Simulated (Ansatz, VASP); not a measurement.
NaCl: VASP beside Ansatz

The input INCAR:

```
SYSTEM = NaCl
  PREC = Accurate
  ENCUT = 600
  EDIFF = 1E-6
  ISMEAR = -1
  SIGMA = 0.05
  LREAL = .False.
  LASPH = .True.
  NELM = 80
  ALGO = Normal
  ISIF = 3
  LWAVE = .False.
  LCHARG = .False.
  GGA = B5
  ALDAX = 1.0
  AGGAX = 1.0
  AGGAC = 1.0
  ALDAC = 0.0
  IBRION = 2
  NSW = 80
  EDIFFG = -0.01
```

The input KPOINTS:

```
Automatic mesh
0
Gamma
  8 8 8
  0 0 0
```

File POSCAR:

```
NaCl
1.0
    3.5021900000      0.0000000000      0.0000000000
    0.0000000000      3.5021900000      0.0000000000
    0.0000000000      0.0000000000      3.5021900000
Cl Na
1 1
Direct
    0.5000000000      0.5000000000      0.5000000000
    0.0000000000      0.0000000000      0.0000000000
```

Contents of input.yaml:

```yaml
crystal:
  lattice:
    - [3.50219, 0.0, 0.0]
    - [0.0, 3.50219, 0.0]
    - [0.0, 0.0, 3.50219]
  atoms:
    - { symbol: Cl, position: [0.5, 0.5, 0.5] }
    - { symbol: Na, position: [0.0, 0.0, 0.0] }
kpoints:
  mp_grid: { grid: [8, 8, 8] }
scf:
  occupations: { method: fermi_dirac, width: 0.05 }
hamiltonian:
  xc: blyp
  pseudopotentials: { kind: all_electron, lapw: { basis_error: 0.001 } }
output:
  forces: true
  stress: true
relax:
  f_tol: 0.01
  max_steps: 60
  cell: {}
```

Alike in both runs: task relaxation of cell and atoms; functional BLYP; k mesh 8 × 8 × 8; occupations fermi-dirac, width 0.05 eV; no spin polarisation.

|  | VASP | Ansatz |
| --- | --- | --- |
| version | VASP 6.6.1 | Ansatz 0.2.0 |
| potentials or method | VASP PAW PBE potentials, release 64 (Cl, Na_pv), cutoff 600 eV | all-electron LAPW, scalar-relativistic |

|  | VASP | Ansatz | Ansatz less VASP |
| --- | --- | --- | --- |
| relaxed volume (Å³/atom) | 22.47 | 22.46 | -0.015 |
| relaxed length of the cell vector where the two differ most in proportion (Å) | 3.555 | 3.555 | -0.0008 |

VASP's potentials were made for PBE, not for BLYP. Ansatz ran all-electron here, and VASP with PAW potentials.
